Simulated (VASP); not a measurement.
# HfSi2O6 (C2) in VASP: single point with PBE

Aim: the single point of HfSi2O6 with PBE.

Program: VASP 6.6.1. These are calculated values, not measurements. Logs are shortened: lines on timing, memory, paths and dates and some standing lists are left out, and cuts for length are marked.

## 1. The cell of the first run

The structure is monoclinic, space group C2 (No. 5). The conventional cell has a = 9.909 Å, b = 5.009 Å, c = 5.881 Å, α = 90.00°, β = 91.73°, γ = 90.00°. Within 2.6 Å of Hf (site symmetry 2) lie 4 O at 1.94 to 1.96 Å. Within 2.2 Å of Si (site symmetry 1) lie 4 O at 1.63 to 1.64 Å. O (site symmetry 1) has 2 Si at 1.64 Å within 2.2 Å. O (site symmetry 1) has 1 Si at 1.63 Å and 1 Hf at 1.94 Å within 2.2 Å. Within 2.2 Å of O (site symmetry 1) lie 1 Si at 1.63 Å and 1 Hf at 1.96 Å.

## 2. Single point, PBE

INCAR reads:

```
SYSTEM = HfSi2O6
ALGO     = Normal         ! electronic algorithm
EDIFF    = 1E-7           ! SCF threshold, eV
ENCUT    = 520            ! plane-wave cutoff, eV
GGA      = PE             ! functional
ISIF     = 2              ! what is computed and relaxed
ISMEAR   = 0              ! smearing method
LASPH    = .TRUE.         ! aspherical terms in the spheres
LCHARG   = .FALSE.        ! write CHGCAR
LREAL    = .FALSE.        ! projectors in reciprocal space
LWAVE    = .FALSE.        ! write WAVECAR
NBANDS   = 37             ! bands
NELM     = 80             ! most SCF steps
PREC     = Accurate       ! precision mode
SIGMA    = 0.01           ! smearing width, eV
```

KPOINTS reads:

```
k-points
0
G
  6 6 4
  0 0 0
```

POSCAR reads:

```
HfSi2O6
1.0
    4.9544984344     -2.5047348192     -0.0028991319
    4.9544984344      2.5047348192     -0.0028991319
   -0.1737344496      0.0000000000      5.8788530323
Hf Si O
1 2 6
Direct
    0.5420879198      0.4579120802      0.0000000000
    0.9866079934      0.5196004044      0.6551453807
    0.4803995956      0.0133920066      0.3448546193
    0.1542185538      0.3060970168      0.4308435815
    0.4297799292      0.7909437678      0.2026896156
    0.2090562322      0.5702200708      0.7973103844
    0.6939029832      0.8457814462      0.5691564185
    0.6295860701      0.1246175429      0.1825177973
    0.8753824571      0.3704139299      0.8174822027
```

Potentials or basis: VASP PAW PBE potentials, release 64 (Hf_pv, Si, O).

Started as:

```sh
$ cat potpaw_PBE.64/Hf_pv/POTCAR potpaw_PBE.64/Si/POTCAR potpaw_PBE.64/O/POTCAR > POTCAR
$ mpirun -np 1 vasp_std > vasp.out
```

OUTCAR:

```text
SYSTEM = HfSi2O6
   EDIFF = 1E-7
   ENCUT = 520
   GGA = PE
   ISIF = 2
   ISMEAR = 0
   LASPH = .TRUE.
   LREAL = .FALSE.
   NELM = 80
   PREC = Accurate

 ion  position               nearest neighbor table
   1  0.542  0.458  0.000-   5 1.94   6 1.94   8 1.96   9 1.96   2 3.41   3 3.41   3 3.49   2 3.49

   2  0.987  0.520  0.655-   6 1.63   9 1.63   4 1.64   7 1.64   3 3.10   3 3.10   1 3.41   1 3.49

   3  0.480  0.013  0.345-   5 1.63   8 1.63   7 1.64   4 1.64   2 3.10   2 3.10   1 3.41   1 3.49

   4  0.154  0.306  0.431-   2 1.64   3 1.64
   5  0.430  0.791  0.203-   3 1.63   1 1.94
   6  0.209  0.570  0.797-   2 1.63   1 1.94
   7  0.694  0.846  0.569-   3 1.64   2 1.64
   8  0.630  0.125  0.183-   3 1.63   1 1.96
   9  0.875  0.370  0.817-   2 1.63   1 1.96

  LATTYP: Found a base centered monoclinic cell.
 ALAT       =     9.9089985652
 B/A-ratio  =     0.5055475188
 C/A-ratio  =     0.5935432901
 COS(beta)  =    -0.0301244343

  Lattice vectors:

 A1 = (   4.9544984344,  -2.5047348192,  -0.0028991319)
 A2 = (   4.9544984344,   2.5047348192,  -0.0028991319)
 A3 = (  -0.1737344496,   0.0000000000,   5.8788530323)

Analysis of symmetry for initial positions (statically):
=====================================================================
 Subroutine PRICEL returns:
 Original cell was already a primitive cell.

 Routine SETGRP: Setting up the symmetry group for a
 base centered monoclinic supercell.

 Subroutine GETGRP returns: Found  2 space group operations
 (whereof  2 operations were pure point group operations)
 out of a pool of  4 trial point group operations.

The static configuration has the point symmetry C_2 .

Analysis of symmetry for dynamics (positions and initial velocities):
=====================================================================
 Subroutine PRICEL returns:
 Original cell was already a primitive cell.

 Routine SETGRP: Setting up the symmetry group for a
 base centered monoclinic supercell.

 Subroutine GETGRP returns: Found  2 space group operations
 (whereof  2 operations were pure point group operations)
 out of a pool of  4 trial point group operations.

The dynamic configuration has the point symmetry C_2 .

 Subroutine INISYM returns: Found  2 space group operations
 (whereof  2 operations are pure point group operations),
 and found     1 'primitive' translations

----------------------------------------------------------------------------------------

                                     Primitive cell

  volume of cell :     145.9071

  direct lattice vectors                    reciprocal lattice vectors
     4.954498434 -2.504734819 -0.002899132     0.100920134 -0.199621931  0.002982436
     4.954498434  2.504734819 -0.002899132     0.100920134  0.199621931  0.002982436
    -0.173734450  0.000000000  5.878853032     0.000099537  0.000000000  0.170104149

  length of vectors
     5.551644770  5.551644770  5.881419610     0.223702221  0.223702221  0.170104178

  position of ions in fractional coordinates (direct lattice)
     0.542087920  0.457912080  0.000000000
     0.986607993  0.519600404  0.655145381
     0.480399596  0.013392007  0.344854619
     0.154218554  0.306097017  0.430843581
     0.429779929  0.790943768  0.202689616
     0.209056232  0.570220071  0.797310384
     0.693902983  0.845781446  0.569156419
     0.629586070  0.124617543  0.182517797
     0.875382457  0.370413930  0.817482203

  ion indices of the primitive-cell ions
   primitive index   ion index
                 1           1
                 2           2
                 3           3
                 4           4
                 5           5
                 6           6
                 7           7
                 8           8
                 9           9

----------------------------------------------------------------------------------------

 KPOINTS: k-points

Automatic generation of k-mesh.
 Grid dimensions read from file:
 generate k-points for:    6    6    4

 Generating k-lattice:

  Cartesian coordinates                     Fractional coordinates (reciprocal lattice)
     0.016820022 -0.033270322  0.000497073     0.166666667  0.000000000 -0.000000000
     0.016820022  0.033270322  0.000497073     0.000000000  0.166666667 -0.000000000
     0.000024884  0.000000000  0.042526037     0.000000000  0.000000000  0.250000000

  Length of vectors
     0.037283703  0.037283703  0.042526045

  Shift w.r.t. Gamma in fractional coordinates (k-lattice)
     0.000000000  0.000000000  0.000000000

 Subroutine IBZKPT returns following result:
 ===========================================

 Found     47 irreducible k-points:

 Following reciprocal coordinates:
            Coordinates               Weight
  0.000000  0.000000  0.000000      1.000000
  0.166667  0.000000  0.000000      4.000000
  0.333333  0.000000 -0.000000      4.000000
  0.500000  0.000000 -0.000000      2.000000
  0.166667  0.166667  0.000000      2.000000
  0.333333  0.166667  0.000000      4.000000
[... 16 lines left out ...]
 -0.333333  0.166667  0.250000      4.000000
 -0.166667  0.166667  0.250000      4.000000
 [... further k-points ...]
   k-points           NKPTS =     47   k-points in BZ     NKDIM =     47   number of bands    NBANDS=     37
   number of dos      NEDOS =    301   number of ions     NIONS =      9
   total plane-waves  NPLWV =  84672
   dimension x,y,z NGX =    42 NGY =   42 NGZ =   48
   dimension x,y,z NGXF=    84 NGYF=   84 NGZF=   96
   ions per type =               1   2   6
   NGX,Y,Z   is equivalent  to a cutoff of  12.58, 12.58, 13.57 a.u.
   NGXF,Y,Z  is equivalent  to a cutoff of  25.15, 25.15, 27.14 a.u.
 SYSTEM =  HfSi2O6
   PREC   = accura    normal or accurate (medium, high low for compatibility)
   ISTART =      0    job   : 0-new  1-cont  2-samecut
   ICHARG =      2    charge: 1-file 2-atom 10-const
   ISPIN  =      1    spin polarized calculation?
   LNONCOLLINEAR =      F non collinear calculations
   LSORBIT =      F    spin-orbit coupling
   LASPH  =      T    aspherical Exc in radial PAW
   ENCUT  =  520.0 eV  38.22 Ry    6.18 a.u.  10.32 10.32 10.94*2*pi/ulx,y,z
   NELM   =     80;   NELMIN=  2; NELMDL= -5     # of ELM steps
   EDIFF  = 0.1E-06   stopping-criterion for ELM
   LREAL  =      F    real-space projection
   EDIFFG = 0.1E-05   stopping-criterion for IOM
   NSW    =      0    number of steps for IOM
   IBRION =     -1    ionic relax: 0-MD 1-quasi-New 2-CG
   NFREE  =      0    steps in history (QN), initial steepest desc. (CG)
   ISIF   =      2    stress and relaxation
   ISYM   =      2    0-nonsym 1-usesym 2-fastsym
   POTIM  = 0.5000    time-step for ionic-motion
   TEBEG  =    0.0;   TEEND  =   0.0 temperature during run
   PSTRESS=    0.0 pullay stress
   NELECT =      54.0000    total number of electrons
   NUPDOWN=      -1.0000    fix difference up-down
   EMIN   =  10.00;   EMAX   =-10.00  energy-range for DOS
   EFERMI =   0.00;   METHOD = LEGACY
   ISMEAR =     0;   SIGMA  =   0.01  broadening in eV -4-tet -1-fermi 0-gaus
   EFERMI_NEDOS =   21; number of points for ismear=-14 and -15
   IALGO  =     38    algorithm
   IMIX   =      4    mixing-type and parameters
     AMIX     =   0.40;   BMIX     =  1.00
     AMIX_MAG =   1.60;   BMIX_MAG =  1.00
  volume/ion in A,a.u.               =      16.21       109.40
  Fermi-wavevector in a.u.,A,eV,Ry     =   1.175386  2.221158 18.796892  1.381533
  Thomas-Fermi vector in A             =   2.311768
   LORBIT       =      0    0 simple, 1 ext, 2 COOP (PROOUT), +10 PAW based schemes
   GGA     = PE    functional components
   LHFCALC =     F    Hartree Fock is set to
   AEXX    =    0.0000 exact exchange contribution
   IVDW    =     0    specifies the selected vdW correction
   LEPSILON=     F    determine dielectric tensor
   LRPA    =     F    only Hartree local field effects (RPA)
 non-spin polarized calculation
 Gauss-broadening in eV      SIGMA  =   0.01
  energy-cutoff  :      520.00
  volume of cell :      145.91
 maximum number of plane-waves:      3948
 NGX is ok and might be reduce to    42
   NGX = 21   NGY = 21   NGZ = 21

 number of electron      54.0000005 magnetization

 Free energy of the ion-electron system (eV)
  ---------------------------------------------------
  ext. energy  EPLUGINS =         0.00000000
  ---------------------------------------------------
  free energy    TOTEN  =       -77.29207398 eV

  energy without entropy =      -77.29207398  energy(sigma->0) =      -77.29207398

 E-fermi :  -0.3332     XC(G=0):  -8.3691

 val. band max:       -0.4787420505   @ k =   0.0000   0.0000   0.5000
 cond. band min:       4.5515550722   @ k =   0.0000   0.0000   0.0000
 fundamental gap:      5.0302971227
 Fermi energy:        -0.3332094947

 k-point     1 :       0.0000    0.0000    0.0000
  band No.  band energies     occupation
      1     -29.3811      2.00000
      2     -29.3374      2.00000
      3     -29.3098      2.00000
      4     -19.2174      2.00000
      5     -17.7310      2.00000
      6     -17.4731      2.00000
[... 29 lines left out ...]
     36       9.4574      0.00000
     37      10.2586      0.00000

 k-point     2 :       0.1667    0.0000    0.0000
  band No.  band energies     occupation
      1     -29.3818      2.00000
      2     -29.3373      2.00000
      3     -29.3100      2.00000
      4     -19.1433      2.00000
      5     -17.9242      2.00000
      6     -17.3635      2.00000
[... 29 lines left out ...]
     36       9.3777      0.00000
     37      10.1755      0.00000

 k-point     3 :       0.3333    0.0000   -0.0000
  band No.  band energies     occupation
      1     -29.3830      2.00000
      2     -29.3370      2.00000
      3     -29.3104      2.00000
      4     -18.9330      2.00000
      5     -18.2611      2.00000
      6     -17.3150      2.00000
[... 29 lines left out ...]
     36       9.3531      0.00000
     37       9.9910      0.00000

 k-point     4 :       0.5000    0.0000   -0.0000
  band No.  band energies     occupation
      1     -29.3836      2.00000
      2     -29.3369      2.00000
      3     -29.3106      2.00000
      4     -18.6387      2.00000
      5     -18.6022      2.00000
      6     -17.3093      2.00000
[... 29 lines left out ...]
     36       9.4643      0.00000
     37       9.9232      0.00000
[... 683 lines left out ...]
      1     -29.3833      2.00000
      2     -29.3370      2.00000
      3     -29.3109      2.00000
      4     -18.9028      2.00000
      5     -18.2695      2.00000
      6     -17.3470      2.00000
[... 29 lines left out ...]
     36       9.2281      0.00000
     37       9.5934      0.00000

 k-point    23 :      -0.3333    0.1667    0.2500
  band No.  band energies     occupation
      1     -29.3836      2.00000
      2     -29.3370      2.00000
      3     -29.3106      2.00000
      4     -18.6354      2.00000
      5     -18.5971      2.00000
      6     -17.3287      2.00000
[... 29 lines left out ...]
     36       9.2453      0.00000
     37       9.6310      0.00000

 k-point    24 :      -0.1667    0.1667    0.2500
  band No.  band energies     occupation
      1     -29.3828      2.00000
      2     -29.3372      2.00000
      3     -29.3101      2.00000
      4     -18.9199      2.00000
      5     -18.2812      2.00000
      6     -17.4123      2.00000
[... 29 lines left out ...]
     36       9.2425      0.00000
     37      10.0670      0.00000

 [... further k-points ...]
[... 5 lines left out ...]
  --------------------------------------------------------------------------------------
  -------------------------------------------------------------------------------------
  Total       -0.3165923     -0.3685126     -0.3511871      0.0000000      0.0000000     -0.0244316
  in kB       -3.4764369     -4.0465634     -3.8563155      0.0000000      0.0000000     -0.2682790
  external PRESSURE =      -3.7931053 kB  Pullay stress =       0.0000000 kB

 VOLUME and BASIS-vectors are now :
 -----------------------------------------------------------------------------
  energy-cutoff  :      520.00
  volume of cell :      145.91
      direct lattice vectors                 reciprocal lattice vectors
     4.954498434 -2.504734819 -0.002899132     0.100920134 -0.199621931  0.002982436
     4.954498434  2.504734819 -0.002899132     0.100920134  0.199621931  0.002982436
    -0.173734450  0.000000000  5.878853032     0.000099537  0.000000000  0.170104149

 POSITION                                       TOTAL-FORCE (eV/Angst)
 -----------------------------------------------------------------------------------
      4.95450     -0.21084     -0.00290         0.000000      0.010804     -0.000000
      7.34869     -1.16973      3.84714         0.007680      0.014603     -0.009651
      2.38658     -1.16973      2.02592        -0.007680      0.014603      0.009651
      2.20578      0.38042      2.53153         0.003282      0.000551      0.000988
      6.01286      0.90462      1.18804        -0.109582     -0.108721     -0.115245
      3.72240      0.90462      4.68501         0.109582     -0.108721      0.115245
      7.52948      0.38042      3.34152        -0.003282      0.000551     -0.000988
      3.70499     -1.26481      1.07081         0.124929      0.088164     -0.104899
      6.03027     -1.26481      4.80225        -0.124929      0.088164      0.104899
 -----------------------------------------------------------------------------------
    total drift:                                0.000000     -0.000028      0.000000

  FREE ENERGIE OF THE ION-ELECTRON SYSTEM (eV)
  ---------------------------------------------------
  free  energy   TOTEN  =       -77.2920739767 eV

  energy  without entropy=      -77.2920739767  energy(sigma->0) =      -77.29207398
```

It took 3.4 min on 1 thread of Intel Xeon 6975P-C (Granite Rapids), shared host; peak memory 0.4 GiB.

What came out:

* Free energy: -77.2921 eV
* Pressure: -0.4 GPa
* Largest force: 0.193 eV/Å
* Band gap on the k mesh: 5.03 eV, indirect (least direct gap 5.29 eV)

Forces in eV/Å, atoms in the order of the input:
```
Hf   0.000  0.011  0.000
Si   0.008  0.015 -0.010
Si  -0.008  0.015  0.010
O    0.003  0.001  0.001
O   -0.110 -0.109 -0.115
O    0.110 -0.109  0.115
O   -0.003  0.001 -0.001
O    0.125  0.088 -0.105
O   -0.125  0.088  0.105
```

Levels at points of the mesh, in eV from the valence-band top:
| k point | band 24 | band 25 | band 26 | band 27 | band 28 | band 29 | band 30 | band 31 |
| --- | --- | --- | --- | --- | --- | --- | --- | --- |
| (0.00, 0.00, 0.00) | -0.80 | -0.57 | -0.28 | -0.26 | 5.03 | 6.34 | 6.42 | 6.98 |
| (0.50, 0.00, 0.00) | -0.99 | -0.78 | -0.37 | -0.08 | 6.18 | 6.59 | 7.04 | 7.14 |
| (0.50, 0.50, 0.00) | -0.93 | -0.66 | -0.45 | -0.09 | 6.12 | 6.54 | 6.79 | 7.11 |
| (0.00, 0.00, 0.50) | -0.79 | -0.60 | -0.06 | 0.00 | 6.14 | 6.35 | 6.86 | 6.93 |
| (0.50, 0.00, 0.50) | -0.87 | -0.56 | -0.47 | -0.18 | 6.31 | 6.59 | 6.99 | 7.35 |
| (0.50, 0.50, 0.50) | -0.82 | -0.76 | -0.46 | -0.37 | 6.09 | 6.65 | 6.75 | 6.92 |

Caveat: spin-orbit coupling is left out, which moves the levels of the heavy elements. A k mesh can miss the band edges.
